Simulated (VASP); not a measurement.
Write the native input for VASP 6.6.1 that does the following.

```
Task                   : relaxation of cell and atoms
Functional             : PBE
Potentials or basis    : VASP PAW PBE potentials, release 64 (Sn_d, O)
Cutoff                 : 600 eV
k mesh                 : 14 × 14 × 14
Occupations            : gaussian, width 0.1 eV
Spin                   : no spin polarisation
Dipole correction      : no
Further INCAR settings : ALGO = Normal; EDIFF = 1e-06; IBRION = 2; EDIFFG = -0.005; NSW = 100; ISIF = 3
```

The structure of SnO2 lies in POSCAR:

```
SnO2
1.0
    0.0000000000      2.5741500000      2.5741500000
    2.5741500000      0.0000000000      2.5741500000
    2.5741500000      2.5741500000      0.0000000000
Sn O
1 2
Direct
    0.0000000000      0.0000000000      0.0000000000
    0.2500000000      0.2500000000      0.2500000000
    0.7500000000      0.7500000000      0.7500000000
```

One way to write it, as run:

INCAR

```
SYSTEM = SnO2
ALGO = Normal ; EDIFF = 1E-6
EDIFFG = -0.005 ; ENCUT = 600
GGA = PE ; IBRION = 2
ISIF = 3 ; ISMEAR = 0
LASPH = .True. ; LCHARG = .False.
LREAL = .False. ; LWAVE = .False.
NELM = 80 ; NSW = 100
PREC = Accurate ; SIGMA = 0.1
```

KPOINTS

```
k-points
0
Gamma
  14 14 14
  0 0 0
```

Potentials or basis: VASP PAW PBE potentials, release 64 (Sn_d, O).

Run with:

```console
$ cat potpaw_PBE.64/Sn_d/POTCAR potpaw_PBE.64/O/POTCAR > POTCAR
$ mpirun -np 1 vasp_std > vasp.out
```

It gave:

```yaml
Relaxed_volume: 11.36 Å³/atom
Relaxed_cell: a = 3.639 Å, b = 3.639 Å, c = 3.639 Å, α = 60.00°, β = 60.00°, γ = 60.00°
Space_group_after_relaxing_to_0.05_Å: Fm-3m (No. 225)
Energy_gained_by_relaxing: 0.0 meV/atom
Ionic_steps: 3
Pressure_after_relaxing: 0.0 GPa
Band_gap_on_the_k_mesh: zero (band 13 reaches 7.36 eV, above the bottom of band 14 at 7.19 eV)
```

Caveat: spin-orbit coupling is left out, which moves the levels of the heavy elements.

Wall time 76 s on 1 thread of AMD EPYC 9R45 96-Core Processor (Zen 5) (shared host), peak memory 0.2 GiB.
